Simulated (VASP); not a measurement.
Here is a VASP 6.6.1 calculation.

The input INCAR:

```
PREC     = Accurate       # precision mode
ENCUT    = 520            # plane-wave cutoff, eV
EDIFF    = 1E-6           # SCF threshold, eV
ISMEAR   = 0              # smearing method
SIGMA    = 0.15           # smearing width, eV
LREAL    = F              # projectors in reciprocal space
LASPH    = T              # aspherical terms in the spheres
NELM     = 80             # most SCF steps
ALGO     = Normal         # electronic algorithm
ISIF     = 2              # what is computed and relaxed
LWAVE    = F              # write WAVECAR
LCHARG   = T              # write CHGCAR
GGA      = PS             # functional
LELF     = T              # ELF
LVHAR    = T            
NBANDS   = 14             # bands
```

The input KPOINTS:

```
regular mesh
0
Gamma
  14 14 14
```

File POSCAR:

```
TiAl
1.0
    2.9250135935      0.0000000000      0.0000000000
    0.0000000000      2.9250135935      0.0000000000
    0.0000000000      0.0000000000      3.1563759507
Ti Al
1 1
Direct
    0.0000000000      0.0000000000      0.0000000000
    0.5000000000      0.5000000000      0.5000000000
```

Potentials or basis: VASP PAW PBE potentials, release 64 (Ti_sv, Al).

The run is started by

```bash
$ cat potpaw_PBE.64/Ti_sv/POTCAR potpaw_PBE.64/Al/POTCAR > POTCAR
$ mpirun -np 1 vasp_std > vasp.out
```

(1) Predict the pressure.

## Answers

(1) 24.4 GPa.

Caveat: the cell differs from its parent crystal (normal strain along x -0.0733, normal strain along y -0.0733); the PAW data sets were made with another functional, which shifts forces and pressure a little.
